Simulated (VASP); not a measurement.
# KTe2C4 (P6/mmm) in VASP: notebook

The runs below take KTe2C4 through relaxation of cell and atoms, single point, with PBE, PBE+D4.

Program: VASP 6.6.1. These are calculated values, not measurements. Logs are shortened: lines on timing, memory, paths and dates and some standing lists are left out, and cuts for length are marked.

**1. The cell of the first run**

The structure is hexagonal, space group P6/mmm (No. 191). Conventional cell: a = 4.809 Å, b = 4.809 Å, c = 9.048 Å, α = 90.00°, β = 90.00°, γ = 120.00°. K (site symmetry 6/mmm) has 6 C at 2.78 Å and 2 Te at 3.06 Å within 3.7 Å. Te (site symmetry 6mm) has 1 Te at 2.92 Å and 1 K at 3.06 Å and 6 C at 3.14 Å within 3.8 Å. C (site symmetry -6m2) has 3 C at 2.78 Å and 3 K at 2.78 Å within 3.7 Å. Within 3.7 Å of C (site symmetry -6m2) lie 3 C at 2.78 Å and 6 Te at 3.14 Å.

The cell was generated, and may not be a known phase.

**2. Relaxation of cell and atoms, PBE**

INCAR reads:

```
SYSTEM = KTe2C4
PREC     = Accurate       ! precision mode
ENCUT    = 600            ! plane-wave cutoff, eV
EDIFF    = 1E-7           ! SCF threshold, eV
ISMEAR   = 0              ! smearing method
SIGMA    = 0.1            ! smearing width, eV
LREAL    = .False.        ! projectors in reciprocal space
LASPH    = .True.         ! aspherical terms in the spheres
NELM     = 100            ! most SCF steps
ALGO     = Normal         ! electronic algorithm
ISIF     = 3              ! what is computed and relaxed
LWAVE    = .False.        ! write WAVECAR
LCHARG   = .False.        ! write CHGCAR
GGA      = PE             ! functional
IBRION   = 2              ! ionic algorithm
NSW      = 90             ! ionic steps
EDIFFG   = -0.04          ! ionic threshold
```

KPOINTS reads:

```
regular mesh
0
Gamma
  6 6 2
  0 0 0
```

POSCAR reads:

```
KTe2C4
1.0
    4.8087627100      0.0000000000      0.0000000000
   -2.4043813600      4.1645106700      0.0000000000
    0.0000000000      0.0000000000      9.0484179300
K Te C
1 2 4
Direct
    0.0000000000      0.0000000000      0.0000000000
    0.0000000000      0.0000000000      0.6613137600
    0.0000000000      0.0000000000      0.3386862400
    0.3333333300      0.6666666700      0.0000000000
    0.6666666700      0.3333333300      0.0000000000
    0.3333333300      0.6666666700      0.5000000000
    0.6666666700      0.3333333300      0.5000000000
```

Potentials or basis: VASP PAW PBE potentials, release 64 (K_sv, Te, C).

Command:

```console
$ cat potpaw_PBE.64/K_sv/POTCAR potpaw_PBE.64/Te/POTCAR potpaw_PBE.64/C/POTCAR > POTCAR
$ mpirun -np 1 vasp_std > vasp.out
```

OUTCAR:

```text
SYSTEM = KTe2C4
   PREC = Accurate
   ENCUT = 600
   EDIFF = 1E-7
   ISMEAR = 0
   LREAL = .False.
   LASPH = .True.
   NELM = 100
   ISIF = 3
   GGA = PE
   IBRION = 2
   NSW = 90
   EDIFFG = -0.04

 ion  position               nearest neighbor table
   1  0.000  0.000  0.000-   4 2.78   5 2.78   5 2.78   4 2.78   5 2.78   4 2.78   2 3.06   3 3.06

   2  0.000  0.000  0.661-   3 2.92   1 3.06
   3  0.000  0.000  0.339-   2 2.92   1 3.06
   4  0.333  0.667  0.000-   1 2.78   1 2.78   1 2.78
   5  0.667  0.333  0.000-   1 2.78   1 2.78   1 2.78
   6  0.333  0.667  0.500-
   7  0.667  0.333  0.500-

  LATTYP: Found a hexagonal cell.
 ALAT       =     4.8087627100
 C/A-ratio  =     1.8816519915

  Lattice vectors:

 A1 = (   4.8087627100,   0.0000000000,   0.0000000000)
 A2 = (  -2.4043813600,   4.1645106700,   0.0000000000)
 A3 = (   0.0000000000,   0.0000000000,   9.0484179300)

Analysis of symmetry for initial positions (statically):
=====================================================================
 Subroutine PRICEL returns:
 Original cell was already a primitive cell.

 Routine SETGRP: Setting up the symmetry group for a
 hexagonal supercell.

 Subroutine GETGRP returns: Found 24 space group operations
 (whereof 24 operations were pure point group operations)
 out of a pool of 24 trial point group operations.

The static configuration has the point symmetry D_6h.

Analysis of symmetry for dynamics (positions and initial velocities):
=====================================================================
 Subroutine PRICEL returns:
 Original cell was already a primitive cell.

 Routine SETGRP: Setting up the symmetry group for a
 hexagonal supercell.

 Subroutine GETGRP returns: Found 24 space group operations
 (whereof 24 operations were pure point group operations)
 out of a pool of 24 trial point group operations.

The dynamic configuration has the point symmetry D_6h.

 Subroutine INISYM returns: Found 24 space group operations
 (whereof 24 operations are pure point group operations),
 and found     1 'primitive' translations

----------------------------------------------------------------------------------------

                                     Primitive cell

  volume of cell :     181.2049

  direct lattice vectors                    reciprocal lattice vectors
     4.808762710  0.000000000  0.000000000     0.207953700  0.120062125  0.000000000
    -2.404381360  4.164510670  0.000000000     0.000000000  0.240124250  0.000000000
     0.000000000  0.000000000  9.048417930     0.000000000  0.000000000  0.110516557

  length of vectors
     4.808762710  4.808762715  9.048417930     0.240124250  0.240124250  0.110516557

  position of ions in fractional coordinates (direct lattice)
     0.000000000  0.000000000  0.000000000
     0.000000000  0.000000000  0.661313760
     0.000000000  0.000000000  0.338686240
     0.333333330  0.666666670  0.000000000
     0.666666670  0.333333330  0.000000000
     0.333333330  0.666666670  0.500000000
     0.666666670  0.333333330  0.500000000

  ion indices of the primitive-cell ions
   primitive index   ion index
                 1           1
                 2           2
                 3           3
                 4           4
                 5           5
                 6           6
                 7           7

----------------------------------------------------------------------------------------

 KPOINTS: regular mesh

Automatic generation of k-mesh.
 Grid dimensions read from file:
 generate k-points for:    6    6    2

 Generating k-lattice:

  Cartesian coordinates                     Fractional coordinates (reciprocal lattice)
     0.034658950  0.020010354  0.000000000     0.166666667  0.000000000  0.000000000
     0.000000000  0.040020708  0.000000000     0.000000000  0.166666667  0.000000000
     0.000000000  0.000000000  0.055258279     0.000000000  0.000000000  0.500000000

  Length of vectors
     0.040020708  0.040020708  0.055258279

  Shift w.r.t. Gamma in fractional coordinates (k-lattice)
     0.000000000  0.000000000  0.000000000

 Subroutine IBZKPT returns following result:
 ===========================================

 Found     14 irreducible k-points:

 Following reciprocal coordinates:
            Coordinates               Weight
  0.000000  0.000000  0.000000      1.000000
  0.166667  0.000000  0.000000      6.000000
  0.333333  0.000000  0.000000      6.000000
  0.500000  0.000000  0.000000      3.000000
  0.166667  0.166667  0.000000      6.000000
  0.333333  0.166667  0.000000     12.000000
  0.333333  0.333333  0.000000      2.000000
  0.000000  0.000000  0.500000      1.000000
  0.166667  0.000000  0.500000      6.000000
  0.333333  0.000000  0.500000      6.000000
  0.500000  0.000000  0.500000      3.000000
  0.166667  0.166667  0.500000      6.000000
  0.333333  0.166667  0.500000     12.000000
  0.333333  0.333333  0.500000      2.000000
[... 27 lines left out ...]
   TEBEG  =    0.0;   TEEND  =   0.0 temperature during run
   PSTRESS=    0.0 pullay stress
   NELECT =      37.0000    total number of electrons
   NUPDOWN=      -1.0000    fix difference up-down
   EMIN   =  10.00;   EMAX   =-10.00  energy-range for DOS
   EFERMI =   0.00;   METHOD = LEGACY
   ISMEAR =     0;   SIGMA  =   0.10  broadening in eV -4-tet -1-fermi 0-gaus
   EFERMI_NEDOS =   21; number of points for ismear=-14 and -15
   IALGO  =     38    algorithm
   IMIX   =      4    mixing-type and parameters
     AMIX     =   0.40;   BMIX     =  1.00
     AMIX_MAG =   1.60;   BMIX_MAG =  1.00
  volume/ion in A,a.u.               =      25.89       174.69
  Fermi-wavevector in a.u.,A,eV,Ry     =   0.964019  1.821731 12.644328  0.929332
  Thomas-Fermi vector in A             =   2.093614
   LORBIT       =      0    0 simple, 1 ext, 2 COOP (PROOUT), +10 PAW based schemes
   GGA     = PE    functional components
   LHFCALC =     F    Hartree Fock is set to
   AEXX    =    0.0000 exact exchange contribution
   IVDW    =     0    specifies the selected vdW correction
   LEPSILON=     F    determine dielectric tensor
   LRPA    =     F    only Hartree local field effects (RPA)
 conjugate gradient relaxation of ions
 non-spin polarized calculation
 Gauss-broadening in eV      SIGMA  =   0.10
  energy-cutoff  :      600.00
  volume of cell :      181.20
 maximum number of plane-waves:      6097
 NGX is ok and might be reduce to    40
   NGX = 19   NGY = 19   NGZ = 37

--------------------------------------- Ionic step        1  -------------------------------------------

 number of electron      37.0000001 magnetization

 Free energy of the ion-electron system (eV)
  ---------------------------------------------------
  ext. energy  EPLUGINS =         0.00000000
  ---------------------------------------------------
  free energy    TOTEN  =       -19.74664177 eV

  energy without entropy =      -19.70812872  energy(sigma->0) =      -19.72738524

------------------------ aborting loop because EDIFF is reached ----------------------------------------

  FORCE on cell =-STRESS in cart. coord.  units (eV):
  Direction    XX          YY          ZZ          XY          YZ          ZX
  --------------------------------------------------------------------------------------
  -------------------------------------------------------------------------------------
  Total      -12.6926577    -12.6926577     -1.1532267      0.0000000      0.0000000      0.0000000
  in kB     -112.2259191   -112.2259192    -10.1965976      0.0000001      0.0000000      0.0000000
  external PRESSURE =     -78.2161453 kB  Pullay stress =       0.0000000 kB
[... 104 lines left out ...]
  FREE ENERGIE OF THE ION-ELECTRON SYSTEM (eV)
  ---------------------------------------------------
  free  energy   TOTEN  =       -22.2315550482 eV

  energy  without entropy=      -22.2105451615  energy(sigma->0) =      -22.22105010

 E-fermi :   4.0520     XC(G=0):  -9.4124

 val. band max:        3.9897214098   @ k =   0.1667   0.1667   0.5000
 cond. band min:       4.1417574966   @ k =   0.3333   0.1667   0.0000
 fundamental gap:      0.1520360868
 Fermi energy:         4.0520441446

 k-point     1 :       0.0000    0.0000    0.0000
  band No.  band energies     occupation
      1     -24.7178      2.00000
      2     -10.9143      2.00000
      3      -8.5312      2.00000
      4      -8.5196      2.00000
      5      -8.5196      2.00000
      6      -7.0039      2.00000
[... 324 lines left out ...]
      6      -6.5845      2.00000
[... 14 lines left out ...]
     21       5.5270      0.00000
     22       5.5270      0.00000

[... ionic steps 4 to 10 ...]

--------------------------------------- Ionic step       11  -------------------------------------------

 number of electron      37.0000001 magnetization

------------------------ aborting loop because EDIFF is reached ----------------------------------------

  FORCE on cell =-STRESS in cart. coord.  units (eV):
  Direction    XX          YY          ZZ          XY          YZ          ZX
  --------------------------------------------------------------------------------------
  -------------------------------------------------------------------------------------
  Total       -0.3929795     -0.3929795      0.7488826      0.0000000      0.0000000      0.0000000
  in kB       -4.2907393     -4.2907393      8.1766613      0.0000000      0.0000000      0.0000000
  external PRESSURE =      -0.1349391 kB  Pullay stress =       0.0000000 kB
[... 67 lines left out ...]
  energy  without entropy=      -22.4238900043  energy(sigma->0) =      -22.43601468

--------------------------------------- Ionic step       13  -------------------------------------------

 number of electron      37.0000001 magnetization

 Free energy of the ion-electron system (eV)
  ---------------------------------------------------
  ext. energy  EPLUGINS =         0.00000000
  ---------------------------------------------------
  free energy    TOTEN  =       -22.44862328 eV

  energy without entropy =      -22.42327854  energy(sigma->0) =      -22.43595091

 E-fermi :   3.4865     XC(G=0):  -8.9985

 val. band max:        3.4106199224   @ k =   0.1667   0.1667   0.5000
 cond. band min:       3.5099345010   @ k =   0.0000   0.0000   0.0000
 fundamental gap:      0.0993145786
 Fermi energy:         3.4865264475

 k-point     1 :       0.0000    0.0000    0.0000
  band No.  band energies     occupation
      1     -25.2570      2.00000
      2     -11.5409      2.00000
      3      -9.0225      2.00000
      4      -9.0225      2.00000
      5      -8.9590      2.00000
      6      -7.5242      2.00000
[... 373 lines left out ...]
  FREE ENERGIE OF THE ION-ELECTRON SYSTEM (eV)
  ---------------------------------------------------
  free  energy   TOTEN  =       -22.4486232826 eV

  energy  without entropy=      -22.4232785432  energy(sigma->0) =      -22.43595091

 reached required accuracy - stopping structural energy minimisation
```

Run time: 7.8 min. Hardware: 1 thread of Intel Xeon 6975P-C (Granite Rapids), shared host; peak memory 0.41 GiB.

Results:

```
Free energy                           : -22.4486 eV
Relaxed volume                        : 21.00 Å³/atom
Relaxed cell                          : a = 4.170 Å, b = 4.170 Å, c = 9.760 Å, α = 90.00°, β = 90.00°, γ = 120.00°
Space group after relaxing (to 0.1 Å) : P6/mmm (No. 191)
Energy gained by relaxing             : 386.0 meV/atom
Ionic steps                           : 13
Pressure after relaxing               : 0.2 GPa
Largest force after relaxing          : 0.032 eV/Å
Band gap on the k mesh                : zero (an odd number of electrons rules out a gap without spin polarisation)
```

Forces in eV/Å, atoms in the order of the input:
```
K    0.000  0.000  0.000
Te   0.000  0.000 -0.032
Te   0.000  0.000  0.032
C    0.000  0.000  0.000
C    0.000  0.000  0.000
C    0.000  0.000  0.000
C    0.000  0.000  0.000
```

The path:
```tsv
step	energy change (eV)	largest force (eV/Å)	pressure (GPa)	volume (Å³)
1	0.0000	2.4289	-7.82	181.20
2	-2.2203	0.3660	-3.53	149.69
3	-2.4849	1.0888	0.58	139.47
4	-2.4877	1.2385	1.04	138.58
5	-2.5943	0.6843	1.56	136.28
6	-2.6322	0.3054	1.16	137.22
7	-2.6323	0.2889	1.15	137.25
8	-2.6572	0.3293	0.47	139.97
9	-2.6771	0.4224	-0.81	145.77
10	-2.6929	0.1307	-0.39	146.31
11	-2.6973	0.1369	-0.01	146.74
12	-2.7015	0.0198	0.11	146.90
13	-2.7020	0.0317	0.17	146.98
```

Final structure:
```xyz
7
Lattice="4.1700 0.0000 0.0000 -2.0850 3.6113 0.0000 0.0000 0.0000 9.7600" Properties=species:S:1:pos:R:3 pbc="T T T"
K     0.0000    0.0000    0.0000
Te    0.0000    0.0000    6.2211
Te    0.0000    0.0000    3.5388
C     0.0000    2.4075    0.0000
C     2.0850    1.2038    0.0000
C     0.0000    2.4075    4.8800
C     2.0850    1.2038    4.8800
```

Caveat: the volume moved by over 15 % at a fixed basis, so the end points are rough; spin-orbit coupling is left out, which moves the levels of the heavy elements.

**3. Single point, PBE**

INCAR reads:

```
PREC = Accurate
ENCUT = 520
EDIFF = 1E-6
ISMEAR = 0
SIGMA = 0.1
LREAL = F
LASPH = T
NELM = 100
ALGO = Normal
ISIF = 2
LWAVE = F
LCHARG = F
GGA = PE
NBANDS = 28
```

KPOINTS reads:

```
regular mesh
0
Gamma
  6 6 2
```

POSCAR is that of step 2.

Potentials or basis: VASP PAW PBE potentials, release 64 (K_sv, Te, C).

Command:

```console
$ cat potpaw_PBE.64/K_sv/POTCAR potpaw_PBE.64/Te/POTCAR potpaw_PBE.64/C/POTCAR > POTCAR
$ mpirun -np 1 vasp_std > vasp.out
```

It took 39 s on 1 thread of Intel Xeon 6975P-C (Granite Rapids), shared host; peak memory 0.31 GiB.

The run converged. Its results:

* Free energy: -19.7469 eV
* Pressure: -7.8 GPa
* Largest force: 2.428 eV/Å
* Band gap on the k mesh: zero (an odd number of electrons rules out a gap without spin polarisation)

Forces on the atoms (eV/Å):
```
K    0.000  0.000  0.000
Te   0.000  0.000 -2.428
Te   0.000  0.000  2.428
C    0.000  0.000  0.000
C    0.000  0.000  0.000
C    0.000  0.000  0.000
C    0.000  0.000  0.000
```

Stress tensor (GPa, compression positive):
```
-11.21   0.00   0.00
  0.00 -11.21   0.00
  0.00   0.00  -1.01
```

Levels at points of the mesh, in eV from the Fermi level:
| k point | band 14 | band 15 | band 16 | band 17 | band 18 | band 19 | band 20 | band 21 | band 22 | band 23 |
| --- | --- | --- | --- | --- | --- | --- | --- | --- | --- | --- |
| (0.00, 0.00, 0.00) | -1.58 | -1.58 | -1.30 | -1.30 | -0.96 | -0.75 | -0.22 | -0.22 | 0.66 | 1.25 |
| (0.50, 0.00, 0.00) | -1.21 | -0.99 | -0.55 | -0.47 | -0.21 | -0.13 | 0.30 | 0.39 | 1.10 | 1.36 |
| (0.00, 0.00, 0.50) | -1.57 | -1.57 | -1.31 | -1.31 | -1.00 | -0.37 | -0.19 | -0.19 | 0.70 | 1.07 |
| (0.50, 0.00, 0.50) | -1.56 | -1.11 | -0.64 | -0.33 | -0.10 | 0.00 | 0.25 | 0.56 | 0.96 | 0.99 |

Caveat: the stress differs along the axes, from -11 to -1 GPa; spin-orbit coupling is left out, which moves the levels of the heavy elements; forces of over 1 eV/Å act on the atoms, so gaps and moduli don't describe the material at rest.

**4. Single point, PBE+D4**

This run uses another cell than the first one, of 21.10 Å³/atom.

INCAR reads:

```
PREC = Accurate
ENCUT = 520
EDIFF = 1E-6
ISMEAR = 0
SIGMA = 0.1
LREAL = False
LASPH = True
NELM = 100
ALGO = Normal
ISIF = 2
LWAVE = False
LCHARG = False
GGA = PE
IVDW = 13
NBANDS = 28
```

KPOINTS reads:

```
regular mesh
0
Gamma
  12 12 4
```

POSCAR reads:

```
KTe2C4
1.0
    4.1743731631      0.0000000000      0.0000000000
   -2.0871865815      3.6151132041      0.0000000000
    0.0000000000      0.0000000000      9.7869074636
K Te C
1 2 4
Direct
    0.0000000000      0.0000000000      0.0000000000
    0.0000000000      0.0000000000      0.6354865745
    0.0000000000      0.0000000000      0.3645134255
    0.3333333333      0.6666666667      0.0000000000
    0.6666666667      0.3333333333      0.0000000000
    0.3333333333      0.6666666667      0.5000000000
    0.6666666667      0.3333333333      0.5000000000
```

Command:

```console
$ cat potpaw_PBE.64/K_sv/POTCAR potpaw_PBE.64/Te/POTCAR potpaw_PBE.64/C/POTCAR > POTCAR
$ mpirun -np 1 vasp_std > vasp.out
```

Run time: 1.9 min. Hardware: 1 thread of Intel Xeon 6975P-C (Granite Rapids), shared host; peak memory 0.42 GiB.

It converged, with:

| Quantity | Value |
| --- | --- |
| Free energy | -24.0162 eV |
| Pressure | -1.5 GPa |
| Band gap on the k mesh | zero (an odd number of electrons rules out a gap without spin polarisation) |
| Dispersion energy per atom | -0.231 eV |

Forces on the atoms (eV/Å):
```
K    0.000  0.000  0.000
Te   0.000  0.000 -0.003
Te   0.000  0.000  0.003
C    0.000  0.000  0.000
C    0.000  0.000  0.000
C    0.000  0.000  0.000
C    0.000  0.000  0.000
```

Stress tensor (GPa, compression positive):
```
-1.45  0.00  0.00
 0.00 -1.45  0.00
 0.00  0.00 -1.57
```

Levels at points of the mesh, in eV from the Fermi level:
```csv
k point,band 16,band 17,band 18,band 19,band 20,band 21,band 22,band 23
"(0.00, 0.00, 0.00)",-2.50,-2.50,-2.03,-1.12,0.01,0.01,0.73,1.81
"(0.50, 0.00, 0.00)",-0.93,-0.76,-0.71,-0.35,0.30,0.85,1.70,1.81
"(0.00, 0.00, 0.50)",-2.50,-2.50,-1.78,-1.18,0.02,0.02,0.73,1.71
"(0.50, 0.00, 0.50)",-0.76,-0.70,-0.36,-0.36,0.44,0.89,1.40,1.66
```

Caveat: spin-orbit coupling is left out, which moves the levels of the heavy elements.

**5. Summary**

```tsv
task	level	cell	k mesh	cutoff (eV)	gap on the mesh (eV)	pressure (GPa)	largest force (eV/Å)
relaxation of cell and atoms	PBE	relaxed from a = 4.809, b = 4.809, c = 9.048 Å, angles 90.0, 90.0, 120.0°, 7 atoms, atomic positions A	6 × 6 × 2	600	none	0.2	0.03
single point	PBE	a = 4.809, b = 4.809, c = 9.048 Å, angles 90.0, 90.0, 120.0°, 7 atoms, atomic positions A	6 × 6 × 2	520	none	-7.8	2.43
single point	PBE+D4	a = 4.174, b = 4.174, c = 9.787 Å, angles 90.0, 90.0, 120.0°, 7 atoms, atomic positions B	12 × 12 × 4	520	none	-1.5	-
```

Alike in all rows: potentials or basis VASP PAW PBE potentials, release 64 (K_sv, Te, C); no spin polarisation; smearing gaussian 0.1 eV.

Caveats: spin-orbit coupling is left out, which moves the levels of the heavy elements; the volume moved by over 15 % at a fixed basis, so the end points are rough (at least some runs); the stress differs along the axes, from -11 to -1 GPa (at least some runs); forces of over 1 eV/Å act on the atoms, so gaps and moduli don't describe the material at rest (at least some runs).

Absolute energies hang on the potentials; compare differences alone.

The gap in the log of VASP goes by the Fermi energy; the results here count the filled bands.